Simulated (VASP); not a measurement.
Here is a VASP 6.6.1 calculation.

File INCAR:

```
PREC = Accurate
ENCUT = 600
EDIFF = 1E-6
ISMEAR = 0
SIGMA = 0.2
LREAL = False
LASPH = True
NELM = 120
ALGO = Normal
ISIF = 2
LWAVE = False
LCHARG = False
GGA = PE
NBANDS = 37
GGA_COMPAT = False
```

KPOINTS

```
Automatic mesh
0
Gamma
  4 4 3
```

File POSCAR:

```
BeZn4O
1.0
    4.3868623576      0.0000000000      0.0000000000
    0.0000000000      4.3868623576      0.0000000000
    0.0000000000      0.0000000000      5.2671495719
Be Zn O
1 4 1
Direct
    0.5000000000      0.5000000000      0.5000000000
    0.0000000000      0.5000000000      0.0000000000
    0.5000000000      0.0000000000      0.0000000000
    0.0000000000      0.5000000000      0.5000000000
    0.5000000000      0.0000000000      0.5000000000
    0.0000000000      0.0000000000      0.5000000000
```

Potentials or basis: VASP PAW PBE potentials, release 64 (Be, Zn, O).

Command:

```console
$ cat potpaw_PBE.64/Be/POTCAR potpaw_PBE.64/Zn/POTCAR potpaw_PBE.64/O/POTCAR > POTCAR
$ mpirun -np 1 vasp_std > vasp.out
```

(1) Predict the pressure.

(2) Estimate the band gap on the k mesh.

Results:

(1) 0.3 GPa.

(2) zero (band 28 reaches 2.04 eV, above the bottom of band 29 at 1.28 eV).

Caveat: the k points lie up to 0.40 Å⁻¹ apart.
